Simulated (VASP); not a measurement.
# H23NO10 in VASP: further runs, part 2 of 4

VASP 6.6.1. The steps go on from the part before.

### 3 Single point, PBE+D3(BJ)

INCAR reads:

```
SYSTEM = H23NO10
  ALGO = Normal
  EDIFF = 1E-7
  ENCUT = 520
  GGA = PE
  ISIF = 2
  ISMEAR = -1
  IVDW = 12
  LASPH = .True.
  LCHARG = .False.
  LREAL = Auto
  LWAVE = .False.
  NBANDS = 67
  NELM = 80
  PREC = Accurate
  SIGMA = 0.02
```

KPOINTS reads:

```
k-points
0
Gamma
  1 1 1
  0 0 0
```

POSCAR reads:

```
H23NO10
1.0
    6.9726830000      0.0000000000      0.0000000000
    0.0000000000      6.9726830000      0.0000000000
    0.0000000000      0.0000000000      6.9726830000
O H N
10 23 1
Direct
    0.8560119541      0.7404610248     -0.0132373722
    0.4398737186      0.6376311672      0.1600961925
    1.0047782181      0.8542192439      0.4127249152
    0.4042633230      0.4411214449      0.4830134971
    0.6110416894      0.1268234910      0.5196995188
    0.3677494015      0.8525986338      0.5996543942
    0.2600146888      0.0575244852     -0.1026003907
    0.8810095052      1.0398579715      0.7473020070
    0.8967566717      0.4521788815      0.7180449764
    0.5020162253      0.3866087129      0.8655491724
    0.8924254838      0.6083597949     -0.0419781023
    0.9116576790      0.7894091844      0.1028585410
    0.5011557244      0.5715016730      0.0465961238
    0.4548177509      0.7745655439      0.1284154177
    1.1394609507      0.8688477592      0.4500276292
    0.9228585324      0.9098936521      0.5034073684
    0.2900461702      0.3886595734      0.4137288329
    0.4449363323      0.5161140984      0.3642213478
    0.7048362876      0.1367909598      0.6195032816
    0.5452850789      0.2565726851      0.5093304830
    0.4835584810      0.9272614286      0.5554963563
    0.3774156949      0.7206408208      0.5505341344
    0.2968011022     -0.0308059322     -0.2081121428
    0.3427661920      0.1714834878     -0.1086812637
    0.8436924495      0.9187711531      0.8252490469
    1.0064131698      1.0643105387      0.8070781362
    0.9188572032      0.3173240487      0.7056250800
    0.9716345917      0.5100188837      0.6125188826
    0.4556495685      0.4291317991      0.7339499014
    0.6330274874      0.3501234747      0.8529428342
   -0.0582702526      0.3134804780      0.2861308911
    0.1364037344      0.3197334512      0.1330047558
    0.1003917717      0.1292615769      0.2690212648
    0.0895494604      0.2791895171      0.2672428963
```

Potentials or basis: VASP PAW PBE potentials, release 64 (O, H, N).

Command:

```sh
> cat potpaw_PBE.64/O/POTCAR potpaw_PBE.64/H/POTCAR potpaw_PBE.64/N/POTCAR > POTCAR
> mpirun -np 1 vasp_gam > vasp.out
```

OUTCAR:

```text
SYSTEM = H23NO10
   EDIFF = 1E-7
   ENCUT = 520
   GGA = PE
   ISIF = 2
   ISMEAR = -1
   IVDW = 12
   LASPH = .True.
   LREAL = Auto
   NELM = 80
   PREC = Accurate
 IVDW          = 12

 ion  position               nearest neighbor table
   1  0.856  0.740  0.987-  12 0.96  11 0.98
   2  0.440  0.638  0.160-  14 0.99  13 1.01
   3  0.005  0.854  0.413-  16 0.94  15 0.98
   4  0.404  0.441  0.483-  17 1.00  18 1.02
   5  0.611  0.127  0.520-  19 0.96  20 1.02
   6  0.368  0.853  0.600-  22 0.98  21 1.01
   7  0.260  0.058  0.897-  24 0.98  23 0.99
   8  0.881  0.040  0.747-  26 0.98  25 1.04
   9  0.897  0.452  0.718-  27 0.96  28 0.99
  10  0.502  0.387  0.866-  30 0.95  29 1.02
  11  0.892  0.608  0.958-   1 0.98
  12  0.912  0.789  0.103-   1 0.96
  13  0.501  0.572  0.047-   2 1.01
  14  0.455  0.775  0.128-   2 0.99
  15  0.139  0.869  0.450-   3 0.98
  16  0.923  0.910  0.503-   3 0.94
[... 15 lines left out ...]
  32  0.136  0.320  0.133-  34 1.03
  33  0.100  0.129  0.269-  34 1.05
  34  0.090  0.279  0.267-  32 1.03  33 1.05  31 1.07

  LATTYP: Found a simple cubic cell.
 ALAT       =     6.9726830000

  Lattice vectors:

 A1 = (   6.9726830000,   0.0000000000,   0.0000000000)
 A2 = (   0.0000000000,   6.9726830000,   0.0000000000)
 A3 = (   0.0000000000,   0.0000000000,   6.9726830000)

Analysis of symmetry for initial positions (statically):
=====================================================================
 Subroutine PRICEL returns:
 Original cell was already a primitive cell.

 Routine SETGRP: Setting up the symmetry group for a
 simple cubic supercell.

 Subroutine GETGRP returns: Found  1 space group operations
 (whereof  1 operations were pure point group operations)
 out of a pool of 48 trial point group operations.

The static configuration has the point symmetry C_1 .
[... 173 lines left out ...]
     AMIX_MAG =   1.60;   BMIX_MAG =  1.00
  volume/ion in A,a.u.               =       9.97        67.28
  Fermi-wavevector in a.u.,A,eV,Ry     =   1.044325  1.973489 14.838723  1.090615
  Thomas-Fermi vector in A             =   2.179073
   LORBIT       =      0    0 simple, 1 ext, 2 COOP (PROOUT), +10 PAW based schemes
   GGA     = PE    functional components
   LHFCALC =     F    Hartree Fock is set to
   AEXX    =    0.0000 exact exchange contribution
   IVDW    =    12    specifies the selected vdW correction
   LEPSILON=     F    determine dielectric tensor
   LRPA    =     F    only Hartree local field effects (RPA)
 non-spin polarized calculation
  energy-cutoff  :      520.00
  volume of cell :      339.00
 maximum number of plane-waves:      4547
 NGX is ok and might be reduce to    50
   NGX = 25   NGY = 25   NGZ = 25

 number of electron      88.0000000 magnetization

 Free energy of the ion-electron system (eV)
  ---------------------------------------------------
  ext. energy  EPLUGINS =         0.00000000
  ---------------------------------------------------
  free energy    TOTEN  =      -165.63883484 eV

  energy without entropy =     -165.63883484  energy(sigma->0) =     -165.63883484

 E-fermi :  -2.9980     XC(G=0):  -6.7579

 val. band max:       -3.5128894362   @ k =   0.0000   0.0000   0.0000
 cond. band min:       1.0084890753   @ k =   0.0000   0.0000   0.0000
 fundamental gap:      4.5213785116
 Fermi energy:        -2.9980008525

 k-point     1 :       0.0000    0.0000    0.0000
  band No.  band energies     occupation
      1     -22.7954      2.00000
      2     -22.5968      2.00000
      3     -22.3322      2.00000
      4     -22.2594      2.00000
      5     -22.0875      2.00000
      6     -21.8521      2.00000
[... 48 lines left out ...]
     55       6.3520      0.00000
     56       6.4609      0.00000
 [bands above 56 left out]

------------------------ aborting loop because EDIFF is reached ----------------------------------------

 Edisp (eV)   -1.15559

 E8    (eV) :    -0.2354

  FORCE on cell =-STRESS in cart. coord.  units (eV):
  Direction    XX          YY          ZZ          XY          YZ          ZX
  --------------------------------------------------------------------------------------
  -------------------------------------------------------------------------------------
  Total       1.10248    -1.68512    -0.99933    -0.88497     2.44882    -0.07301
  in kB       5.21053    -7.96417    -4.72302    -4.18251    11.57357    -0.34506
  external pressure =       -2.49 kB  Pullay stress =        0.00 kB

 VOLUME and BASIS-vectors are now :
 -----------------------------------------------------------------------------
  energy-cutoff  :      520.00
  volume of cell :      339.00
      direct lattice vectors                 reciprocal lattice vectors
     6.972683000  0.000000000  0.000000000     0.143416817  0.000000000  0.000000000
     0.000000000  6.972683000  0.000000000     0.000000000  0.143416817  0.000000000
     0.000000000  0.000000000  6.972683000     0.000000000  0.000000000  0.143416817

 POSITION                                       TOTAL-FORCE (eV/Angst)
 -----------------------------------------------------------------------------------
      5.96870      5.16300      6.88038        -0.804958      0.178356     -0.749518
      3.06710      4.44600      1.11630         0.564700      0.284983     -0.901421
      0.03332      5.95620      2.87780         1.100197     -1.482301     -2.538687
      2.81880      3.07580      3.36790        -0.099322      0.803309     -1.163432
      4.26060      0.88430      3.62370        -1.063990      0.652722     -1.269520
      2.56420      5.94490      4.18120         0.188162     -0.489424     -0.629853
[... 26 lines left out ...]
      0.70000      0.90130      1.87580        -0.320945      0.935595      0.034098
      0.62440      1.94670      1.86340        -0.665002     -0.359355      0.165470
 -----------------------------------------------------------------------------------
    total drift:                               -0.003156     -0.009393      0.006576

  FREE ENERGIE OF THE ION-ELECTRON SYSTEM (eV)
  ---------------------------------------------------
  free  energy   TOTEN  =      -166.7944250010 eV

  energy  without entropy=     -166.7944250010  energy(sigma->0) =     -166.79442500
```

stdout:

```text
POSCAR found type information on POSCAR O H N
 POSCAR found :  3 types and      34 ions
 scaLAPACK will be used
 LDA part: xc-table for (Slater+PW92), standard interpolation
 POSCAR, INCAR and KPOINTS ok, starting setup
 FFT: planning ... GRIDC
 FFT: planning ... GRID_SOFT
 FFT: planning ... GRID
 WAVECAR not read
 entering main loop
```

Run time: 47 s. Hardware: 1 thread of Intel Xeon Platinum 8488C (Sapphire Rapids), shared host; peak memory 0.35 GiB.

What came out:

```yaml
Free_energy: -166.7944 eV
Pressure: -0.2 GPa
Largest_force: 3.139 eV/Å
Band_gap_on_the_k_mesh: 4.52 eV
Dispersion_energy_per_atom: -0.034 eV
```

Forces in eV/Å, atoms in the order of the input:
```
O   -0.805  0.178 -0.750
O    0.565  0.285 -0.901
O    1.100 -1.482 -2.539
O   -0.099  0.803 -1.163
O   -1.064  0.653 -1.270
O    0.188 -0.489 -0.630
O   -0.604  0.040  0.368
O   -0.211 -1.121  1.170
O    0.348  1.091 -0.414
O   -1.656  0.618 -0.432
H    0.251  0.222 -0.071
H    0.513 -0.161  0.888
H   -0.654  0.110  0.623
H   -0.112 -0.452  0.320
H   -0.162  0.159  0.574
H   -0.824  1.148  1.733
H   -0.897 -0.726  0.463
H    0.489  0.245  0.499
H    0.844 -0.214  0.721
H    0.141 -0.952 -0.152
H   -0.424  0.286  0.060
H    0.095  0.110  0.374
H    0.248  0.121  0.042
H    0.192 -0.101 -0.186
H    0.227  0.852 -0.497
H    0.700  0.121  0.070
H    0.200 -1.018 -0.048
H   -0.412 -0.026  0.474
H    0.657 -0.326  0.957
H    0.997 -0.161 -0.403
H    1.619 -0.403 -0.421
H   -0.462  0.014  0.341
H   -0.321  0.936  0.034
N   -0.665 -0.359  0.165
```

Caveat: the k points lie up to 0.90 Å⁻¹ apart.

[end of part 2 of 4]
